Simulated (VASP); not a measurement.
# C16NO31 (a cell with a defect) in VASP: electric field gradients with PBE

Aim: the electric field gradients of C16NO31 (a cell with a defect) with PBE.

Program: VASP 6.6.1. These are calculated values, not measurements. Logs are shortened: lines on timing, memory, paths and dates and some standing lists are left out, and cuts for length are marked.

## Step 1: The cell of the first run

The cell holds a defect, 48 atoms: a = 9.878 Å, b = 9.878 Å, c = 9.878 Å, α = 59.37°, β = 59.37°, γ = 59.37°.

## Step 2: Electric field gradients, PBE

INCAR reads:

```
SYSTEM = C16NO31
  PREC = Accurate
  ENCUT = 520
  EDIFF = 1E-8
  ISMEAR = -1
  SIGMA = 0.01
  LREAL = Auto
  LASPH = .TRUE.
  NELM = 100
  ALGO = Normal
  ISIF = 2
  LWAVE = .FALSE.
  LCHARG = .FALSE.
  GGA = PE
  LEFG = .TRUE.
  NELECT = 256.0
  NBANDS = 158
```

KPOINTS reads:

```
Automatic mesh
0
G
  3 3 3
  0 0 0
```

POSCAR reads:

```
C16NO31
1.0
   -4.8917483997     -2.8242522554      8.1036539934
    4.8917483997     -2.8242522554      8.1036539934
    0.0000000000      5.6485045107      8.1036539934
C N O
16 1 31
Direct
    0.0000000000      0.0000000000      0.0000000000
    0.5000000000      0.5000000000      0.5000000000
    0.2500000000      0.2500000000      0.2500000000
    0.7500000000      0.7500000000      0.7500000000
    0.1271174600      0.8750000000      0.6228825400
    0.6271174600      0.3750000000      0.1228825400
    0.8750000000      0.6228825400      0.1271174600
    0.3750000000      0.1228825400      0.6271174600
    0.6228825400      0.1271174600      0.8750000000
    0.1228825400      0.6271174600      0.3750000000
    0.8771174600      0.3728825400      0.6250000000
    0.3771174600      0.8728825400      0.1250000000
    0.3728825400      0.6250000000      0.8771174600
    0.8728825400      0.1250000000      0.3771174600
    0.6250000000      0.8771174600      0.3728825400
    0.1250000000      0.3771174600      0.8728825400
    0.4520038350      0.4520038350      0.4520038350
    0.9520038350      0.9520038350      0.9520038350
    0.2020038350      0.2020038350      0.2020038350
    0.7020038350      0.7020038350      0.7020038350
    0.0479961650      0.0479961650      0.0479961650
    0.5479961650      0.5479961650      0.5479961650
    0.2979961650      0.2979961650      0.2979961650
    0.7979961650      0.7979961650      0.7979961650
    0.0823084550      0.0205711250      0.5779858350
    0.5823084550      0.5205711250      0.0779858350
    0.0205711250      0.5779858350      0.0823084550
    0.5205711250      0.0779858350      0.5823084550
    0.5779858350      0.0823084550      0.0205711250
    0.0779858350      0.5823084550      0.5205711250
    0.3323084550      0.8279858350      0.2705711250
    0.8323084550      0.3279858350      0.7705711250
    0.8279858350      0.2705711250      0.3323084550
    0.3279858350      0.7705711250      0.8323084550
    0.2705711250      0.3323084550      0.8279858350
    0.7705711250      0.8323084550      0.3279858350
    0.4176915450      0.4794288750      0.9220141650
    0.9176915450      0.9794288750      0.4220141650
    0.4794288750      0.9220141650      0.4176915450
    0.9794288750      0.4220141650      0.9176915450
    0.9220141650      0.4176915450      0.4794288750
    0.4220141650      0.9176915450      0.9794288750
    0.1676915450      0.6720141650      0.2294288750
    0.6676915450      0.1720141650      0.7294288750
    0.6720141650      0.2294288750      0.1676915450
    0.1720141650      0.7294288750      0.6676915450
    0.2294288750      0.1676915450      0.6720141650
    0.7294288750      0.6676915450      0.1720141650
```

Potentials or basis: VASP PAW PBE potentials, release 64 (C, N, O).

Started as:

```sh
$ cat potpaw_PBE.64/C/POTCAR potpaw_PBE.64/N/POTCAR potpaw_PBE.64/O/POTCAR > POTCAR
$ mpirun -np 1 vasp_std > vasp.out
```

OUTCAR:

```text
SYSTEM = C16NO31
   PREC = Accurate
   ENCUT = 520
   EDIFF = 1E-8
   ISMEAR = -1
   LREAL = Auto
   LASPH = .TRUE.
   NELM = 100
   ISIF = 2
   GGA = PE
   NELECT = 256.0

 ion  position               nearest neighbor table
   1  0.000  0.000  0.000-  18 1.17  21 1.17
   2  0.500  0.500  0.500-  17 1.17  22 1.17
   3  0.250  0.250  0.250-  19 1.17  23 1.17
   4  0.750  0.750  0.750-  20 1.17  24 1.17
   5  0.127  0.875  0.623-  25 1.17  46 1.17
   6  0.627  0.375  0.123-  45 1.17  26 1.17
[... 8 lines left out ...]
  15  0.625  0.877  0.373-  36 1.17  39 1.17
  16  0.125  0.377  0.873-  35 1.17  40 1.17
  17  0.452  0.452  0.452-   2 1.17
[... 29 lines left out ...]
  47  0.229  0.168  0.672-   8 1.17
  48  0.729  0.668  0.172-   7 1.17

  LATTYP: Found a trigonal (rhomboedric) cell.
 ALAT       =     9.8779963177
 COS(alpha) =     0.5095209081

  Lattice vectors:

 A1 = (  -4.8917483997,  -2.8242522554,   8.1036539934)
 A2 = (   4.8917483997,  -2.8242522554,   8.1036539934)
 A3 = (   0.0000000000,   5.6485045107,   8.1036539934)

Analysis of symmetry for initial positions (statically):
=====================================================================
 Subroutine PRICEL returns:
 Original cell was already a primitive cell.

 Routine SETGRP: Setting up the symmetry group for a
 trigonal (rhombohedral) supercell.

 Subroutine GETGRP returns: Found  3 space group operations
 (whereof  3 operations were pure point group operations)
 out of a pool of 12 trial point group operations.

The static configuration has the point symmetry C_3 .

Analysis of symmetry for dynamics (positions and initial velocities):
=====================================================================
 Subroutine PRICEL returns:
 Original cell was already a primitive cell.

 Routine SETGRP: Setting up the symmetry group for a
 trigonal (rhombohedral) supercell.

 Subroutine GETGRP returns: Found  3 space group operations
 (whereof  3 operations were pure point group operations)
 out of a pool of 12 trial point group operations.

The dynamic configuration has the point symmetry C_3 .

 Subroutine INISYM returns: Found  3 space group operations
 (whereof  3 operations are pure point group operations),
 and found     1 'primitive' translations

----------------------------------------------------------------------------------------

                                     Primitive cell

  volume of cell :     671.7377

  direct lattice vectors                    reciprocal lattice vectors
    -4.891748400 -2.824252255  8.103653993    -0.102212943 -0.059012670  0.041133708
     4.891748400 -2.824252255  8.103653993     0.102212943 -0.059012670  0.041133708
     0.000000000  5.648504511  8.103653993     0.000000000  0.118025340  0.041133708

  length of vectors
     9.877996318  9.877996318  9.877996318     0.124987851  0.124987851  0.124987851

  position of ions in fractional coordinates (direct lattice)
     0.000000000  0.000000000  0.000000000
     0.500000000  0.500000000  0.500000000
     0.250000000  0.250000000  0.250000000
     0.750000000  0.750000000  0.750000000
     0.127117460  0.875000000  0.622882540
     0.627117460  0.375000000  0.122882540
[... 40 lines left out ...]
     0.229428875  0.167691545  0.672014165
     0.729428875  0.667691545  0.172014165

  ion indices of the primitive-cell ions
   primitive index   ion index
                 1           1
                 2           2
                 3           3
                 4           4
                 5           5
                 6           6
[... 40 lines left out ...]
                47          47
                48          48

[... 50 lines left out ...]
   ENCUT  =  520.0 eV  38.22 Ry    6.18 a.u.  18.37 18.37 18.37*2*pi/ulx,y,z
   NELM   =    100;   NELMIN=  2; NELMDL= -5     # of ELM steps
   EDIFF  = 0.1E-07   stopping-criterion for ELM
   LREAL  =      T    real-space projection
   EDIFFG = 0.1E-06   stopping-criterion for IOM
   NSW    =      0    number of steps for IOM
   IBRION =     -1    ionic relax: 0-MD 1-quasi-New 2-CG
   NFREE  =      0    steps in history (QN), initial steepest desc. (CG)
   ISIF   =      2    stress and relaxation
   ISYM   =      2    0-nonsym 1-usesym 2-fastsym
   POTIM  = 0.5000    time-step for ionic-motion
   TEBEG  =    0.0;   TEEND  =   0.0 temperature during run
   PSTRESS=    0.0 pullay stress
   NELECT =     256.0000    total number of electrons
   NUPDOWN=      -1.0000    fix difference up-down
   EMIN   =  10.00;   EMAX   =-10.00  energy-range for DOS
   EFERMI =   0.00;   METHOD = LEGACY
   ISMEAR =    -1;   SIGMA  =   0.01  broadening in eV -4-tet -1-fermi 0-gaus
   EFERMI_NEDOS =   21; number of points for ismear=-14 and -15
   IALGO  =     38    algorithm
   IMIX   =      4    mixing-type and parameters
     AMIX     =   0.40;   BMIX     =  1.00
     AMIX_MAG =   1.60;   BMIX_MAG =  1.00
  volume/ion in A,a.u.               =      13.99        94.44
  Fermi-wavevector in a.u.,A,eV,Ry     =   1.186920  2.242954 19.167614  1.408780
  Thomas-Fermi vector in A             =   2.323083
   LORBIT       =      0    0 simple, 1 ext, 2 COOP (PROOUT), +10 PAW based schemes
   GGA     = PE    functional components
   LHFCALC =     F    Hartree Fock is set to
   AEXX    =    0.0000 exact exchange contribution
   IVDW    =     0    specifies the selected vdW correction
   LEPSILON=     F    determine dielectric tensor
   LRPA    =     F    only Hartree local field effects (RPA)
 non-spin polarized calculation
  energy-cutoff  :      520.00
  volume of cell :      671.74
 maximum number of plane-waves:     18127
 NGX is ok and might be reduce to    80
   NGX = 37   NGY = 37   NGZ = 37

 number of electron     256.0000021 magnetization

 Free energy of the ion-electron system (eV)
  ---------------------------------------------------
  ext. energy  EPLUGINS =         0.00000000
  ---------------------------------------------------
  free energy    TOTEN  =      -366.39831301 eV

  energy without entropy =     -366.39831301  energy(sigma->0) =     -366.39831301

 E-fermi :   1.2073     XC(G=0):  -8.1563

 val. band max:        0.9066640307   @ k =   0.3333   0.3333   0.3333
 cond. band min:       3.3606170465   @ k =   0.0000   0.0000   0.0000
 fundamental gap:      2.4539530158
 Fermi energy:         1.2072798545

 k-point     1 :       0.0000    0.0000    0.0000
  band No.  band energies     occupation
      1     -24.2930      2.00000
      2     -24.2011      2.00000
      3     -24.1486      2.00000
      4     -24.0620      2.00000
      5     -24.0620      2.00000
      6     -24.0571      2.00000
[... 847 lines left out ...]
    139       4.5443      0.00000
    140       4.5817      0.00000
 [bands above 140 left out]

------------------------ aborting loop because EDIFF is reached ----------------------------------------

  FORCE on cell =-STRESS in cart. coord.  units (eV):
  Direction    XX          YY          ZZ          XY          YZ          ZX
  --------------------------------------------------------------------------------------
  -------------------------------------------------------------------------------------
  Total       21.5058167     21.5058167     30.9161608      0.0000006     -0.0000000      0.0000000
  in kB       51.2940259     51.2940259     73.7388575      0.0000015     -0.0000000      0.0000000
  external PRESSURE =      58.7756364 kB  Pullay stress =       0.0000000 kB

 VOLUME and BASIS-vectors are now :
 -----------------------------------------------------------------------------
  energy-cutoff  :      520.00
  volume of cell :      671.74
      direct lattice vectors                 reciprocal lattice vectors
    -4.891748400 -2.824252255  8.103653993    -0.102212943 -0.059012670  0.041133708
     4.891748400 -2.824252255  8.103653993     0.102212943 -0.059012670  0.041133708
     0.000000000  5.648504511  8.103653993     0.000000000  0.118025340  0.041133708

 POSITION                                       TOTAL-FORCE (eV/Angst)
 -----------------------------------------------------------------------------------
      0.00000      0.00000      0.00000        -0.000000     -0.000000      0.067263
      0.00000     -0.00000     12.15548        -0.000000      0.000000     -2.421553
      0.00000     -0.00000      6.07774        -0.000000     -0.000000      0.121818
      0.00000     -0.00000     18.23322        -0.000000      0.000000     -0.059360
      3.65845      0.68812     13.16844        -0.495354      0.204290     -0.226685
     -1.23330     -2.13613      9.11661         0.432620      0.140608      0.408244
[... 40 lines left out ...]
     -0.30200      2.67431      8.66390         0.668592      0.459780     -0.410112
     -0.30200     -2.97420     12.71572         0.415901      0.089997     -0.188176
 -----------------------------------------------------------------------------------
    total drift:                                0.000000      0.000000     -0.001456

  FREE ENERGIE OF THE ION-ELECTRON SYSTEM (eV)
  ---------------------------------------------------
  free  energy   TOTEN  =      -366.3983130148 eV

  energy  without entropy=     -366.3983130148  energy(sigma->0) =     -366.39831301

 Electric field gradients (V/A^2)
---------------------------------------------------------------------
 ion       V_xx      V_yy      V_zz      V_xy      V_xz      V_yz
---------------------------------------------------------------------
   1      24.818    24.818   -49.636    -0.000     0.000     0.000
   2      22.980    22.980   -45.961     0.000    -0.000     0.000
   3      24.818    24.818   -49.636     0.000    -0.000     0.000
   4      24.842    24.842   -49.685    -0.000     0.000     0.000
   5     -22.293     8.534    13.759    27.406   -22.804    13.390
   6     -22.715     8.851    13.865    27.637   -23.326    13.107
[... 40 lines left out ...]
  47      33.532   -13.620   -19.912    38.693   -32.244   -15.705
  48      30.390   -12.536   -17.854    36.066   -29.587   -17.916
---------------------------------------------------------------------

 Electric field gradients after diagonalization (V/A^2)
 (convention: |V_zz| > |V_xx| > |V_yy|)
----------------------------------------------------------------------
 ion       V_xx      V_yy      V_zz     asymmetry (V_yy - V_xx)/ V_zz
----------------------------------------------------------------------
   1      24.818    24.818   -49.636       0.000
   2      22.980    22.980   -45.961       0.000
   3      24.818    24.818   -49.636       0.000
   4      24.842    24.842   -49.685       0.000
   5      24.839    24.557   -49.396       0.006
   6      25.343    24.628   -49.971       0.014
[... 40 lines left out ...]
  47     -36.825   -32.769    69.594       0.058
  48     -33.606   -31.672    65.278       0.030
----------------------------------------------------------------------

           NMR quadrupolar parameters

 Cq : quadrupolar parameter    Cq=e*Q*V_zz/h
 eta: asymmetry parameters     (V_yy - V_xx)/ V_zz
 Q  : nuclear electric quadrupole moment in mb (millibarn)
----------------------------------------------------------------------
 ion       Cq(MHz)       eta       Q (mb)
----------------------------------------------------------------------
   1      -0.120       0.000       1.000
   2      -0.111       0.000       1.000
   3      -0.120       0.000       1.000
   4      -0.120       0.000       1.000
   5      -0.119       0.006       1.000
   6      -0.121       0.014       1.000
[... 40 lines left out ...]
  47       0.168       0.058       1.000
  48       0.158       0.030       1.000
----------------------------------------------------------------------
```

Wall time 63 min (1 thread of AMD EPYC 7R43 (Zen 3), shared host); peak memory 1.1 GiB.

What came out:

| Item | Value |
| --- | --- |
| Free energy | -366.3983 eV |
| Largest force | 6.013 eV/Å |

Forces on the atoms (eV/Å):
```
C    0.000  0.000  0.067
C    0.000  0.000 -2.422
C    0.000  0.000  0.122
C    0.000  0.000 -0.059
C   -0.495  0.204 -0.227
C    0.433  0.141  0.408
C    0.425  0.327 -0.227
C   -0.095 -0.445  0.408
C    0.071 -0.531 -0.227
C   -0.338  0.304  0.408
C    0.172 -0.233 -0.251
C   -0.056  0.642  0.264
C   -0.288 -0.033 -0.251
C    0.584 -0.272  0.264
C    0.116  0.266 -0.251
C   -0.528 -0.370  0.264
N    0.000  0.000 -3.713
O    0.000  0.000 -0.739
O    0.000  0.000 -0.808
O    0.000  0.000 -0.674
O    0.000  0.000  0.677
O    0.000  0.000  6.013
O    0.000  0.000  0.640
O    0.000  0.000  0.753
O    0.812 -0.475  0.416
O    0.395 -0.471  0.089
O   -0.817 -0.465  0.416
O   -0.605 -0.106  0.089
O    0.006  0.940  0.416
O    0.211  0.577  0.089
O    0.173  0.334  0.219
O   -0.026  0.760  0.359
O    0.203 -0.316  0.219
O    0.671 -0.357  0.359
O   -0.376 -0.018  0.219
O   -0.645 -0.402  0.359
O   -0.449  0.368 -0.178
O   -0.847  0.520 -0.453
O    0.544  0.205 -0.178
O    0.874  0.473 -0.453
O   -0.094 -0.573 -0.178
O   -0.027 -0.994 -0.453
O    0.064 -0.809 -0.410
O   -0.130 -0.405 -0.188
O   -0.732  0.349 -0.410
O   -0.286  0.315 -0.188
O    0.669  0.460 -0.410
O    0.416  0.090 -0.188
```

Electric field gradients, principal values (V/Å²):
| atom | least | middle | greatest (by size) |
| --- | --- | --- | --- |
| 1 C | 24.818 | 24.818 | -49.636 |
| 2 C | 22.980 | 22.980 | -45.961 |
| 3 C | 24.818 | 24.818 | -49.636 |
| 4 C | 24.842 | 24.842 | -49.685 |
| 5 C | 24.557 | 24.839 | -49.396 |
| 6 C | 24.628 | 25.343 | -49.971 |
| 7 C | 24.557 | 24.839 | -49.396 |
| 8 C | 24.628 | 25.343 | -49.971 |
| 9 C | 24.557 | 24.839 | -49.396 |
| 10 C | 24.628 | 25.343 | -49.971 |
| 11 C | 24.659 | 25.168 | -49.827 |
| 12 C | 23.952 | 25.296 | -49.248 |
| 13 C | 24.659 | 25.168 | -49.827 |
| 14 C | 23.952 | 25.296 | -49.248 |
| 15 C | 24.659 | 25.168 | -49.827 |
| 16 C | 23.952 | 25.296 | -49.248 |
| 17 N | 11.155 | 11.155 | -22.310 |
| 18 O | -34.526 | -34.526 | 69.053 |
| 19 O | -34.615 | -34.615 | 69.229 |
| 20 O | -34.060 | -34.060 | 68.120 |
| 21 O | -34.359 | -34.359 | 68.718 |
| 22 O | -41.576 | -41.576 | 83.151 |
| 23 O | -33.428 | -33.428 | 66.856 |
| 24 O | -34.622 | -34.622 | 69.243 |
| 25 O | -34.398 | -35.365 | 69.763 |
| 26 O | -29.982 | -38.623 | 68.605 |
| 27 O | -34.398 | -35.365 | 69.763 |
| 28 O | -29.982 | -38.623 | 68.605 |
| 29 O | -34.398 | -35.365 | 69.763 |
| 30 O | -29.982 | -38.623 | 68.605 |
| 31 O | -31.031 | -34.086 | 65.117 |
| 32 O | -33.435 | -35.740 | 69.175 |
| 33 O | -31.031 | -34.086 | 65.117 |
| 34 O | -33.435 | -35.740 | 69.175 |
| 35 O | -31.031 | -34.086 | 65.117 |
| 36 O | -33.435 | -35.740 | 69.175 |
| 37 O | -31.264 | -37.184 | 68.448 |
| 38 O | -34.317 | -35.569 | 69.886 |
| 39 O | -31.264 | -37.184 | 68.448 |
| 40 O | -34.317 | -35.569 | 69.886 |
| 41 O | -31.264 | -37.184 | 68.448 |
| 42 O | -34.317 | -35.569 | 69.886 |
| 43 O | -32.769 | -36.825 | 69.594 |
| 44 O | -31.672 | -33.606 | 65.278 |
| 45 O | -32.769 | -36.825 | 69.594 |
| 46 O | -31.672 | -33.606 | 65.278 |
| 47 O | -32.769 | -36.825 | 69.594 |
| 48 O | -31.672 | -33.606 | 65.278 |

Caveat: the cell carries a net charge on a neutralising background, which shifts energy and pressure; the cell is charged against a uniform background, so pressure and absolute levels hang on convention; without QUAD_EFG the Cq values of the log hold for a quadrupole moment of 1 mb, not for the nuclei.
